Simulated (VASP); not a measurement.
Write the native input for VASP 6.6.1 that does the following.

```
Task                   : single point
Functional             : PBEsol
Potentials or basis    : VASP PAW PBE potentials, release 64 (Mo_sv, S)
Cutoff                 : 520 eV
k mesh                 : 9 × 9 × 4
Occupations            : fermi-dirac, width 0.05 eV
Spin                   : no spin polarisation
Hubbard terms          : Mo d U = 6.0 eV
Dipole correction      : no
Further INCAR settings : ALGO = Normal; EDIFF = 1e-06; NBANDS = 20
```

The structure of MoS2 lies in POSCAR:

```
MoS2
1.0
    3.2274645616      0.0000000000      0.0000000000
   -1.6137322808      2.7950663001      0.0000000000
    0.0000000000      0.0000000000      6.3124734200
Mo S
1 2
Direct
    0.0000000000      0.0000000000      0.5000000000
    0.6666666667      0.3333333333      0.7446806800
    0.3333333333      0.6666666667      0.2553193200
```

These files were run (other wordings do the same):

INCAR

```
ALGO     = Normal         # electronic algorithm
EDIFF    = 1E-6           # SCF threshold, eV
ENCUT    = 520            # plane-wave cutoff, eV
GGA      = PS             # functional
ISIF     = 2              # what is computed and relaxed
ISMEAR   = -1             # smearing method
LASPH    = T              # aspherical terms in the spheres
LCHARG   = T              # write CHGCAR
LDAU     = T              # DFT+U
LDAUJ    = 0 0          
LDAUL    = 2 -1           # shell
LDAUPRINT= 1            
LDAUTYPE = 2            
LDAUU    = 6 0            # U, eV
LELF     = T              # ELF
LMAXMIX  = 4              # l up to which the mixer works
LREAL    = F              # projectors in reciprocal space
LVHAR    = T            
LWAVE    = F              # write WAVECAR
NBANDS   = 20             # bands
NELM     = 150            # most SCF steps
PREC     = Accurate       # precision mode
SIGMA    = 0.05           # smearing width, eV
```

KPOINTS

```
k-points
0
Gamma
  9 9 4
```

Potentials or basis: VASP PAW PBE potentials, release 64 (Mo_sv, S).

Command:

```console
$ cat potpaw_PBE.64/Mo_sv/POTCAR potpaw_PBE.64/S/POTCAR > POTCAR
$ mpirun -np 1 vasp_std > vasp.out
```

It gave:

```json
{"Pressure": "0.0 GPa", "Largest force": "0.305 eV/Å", "Band gap on the k mesh": "zero (band 13 reaches 7.67 eV, above the bottom of band 14 at 6.54 eV)"}
```

Caveat: the PAW data sets were made with another functional, which shifts forces and pressure a little; this functional lacks dispersion, which binds the layers, so the pressure and a relaxed spacing across them are unreliable; U without spin polarisation on a metal has little footing.

Wall time 40 s on 1 thread of Intel Xeon 6975P-C (shared host), peak memory 0.19 GiB.
